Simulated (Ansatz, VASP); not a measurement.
## Two plane-wave programs on ZrB2

```
B Zr
1.0
     3.19178    0.00000    0.00000
     1.59589   -6.33208    0.00000
     0.00000    0.00000   -3.14888
B Zr
4 2
Direct
  0.75000 0.50000 0.75000
  0.25000 0.50000 0.25000
  0.43900 0.12200 0.75000
  0.56100 0.87800 0.25000
  0.10400 0.79200 0.75000
  0.89600 0.20800 0.25000
```

Alike in both runs: task single point; functional r2SCAN; k mesh 8 × 8 × 8; occupations fermi-dirac, width 0.0759 eV; no spin polarisation.

```csv
,VASP,Ansatz
version,VASP 6.6.1,Ansatz 0.2.0
potentials or method,"VASP PAW PBE potentials, release 64 (B, Zr_sv), cutoff 520 eV",PAW plane waves
valence electrons in the cell,36,36
```

|  | VASP | Ansatz | Ansatz less VASP |
| --- | --- | --- | --- |
| rms of the force components (eV/Å) | 1.094 | 1.092 | -0.0025 |

VASP's potentials were made for PBE, not for r2SCAN.
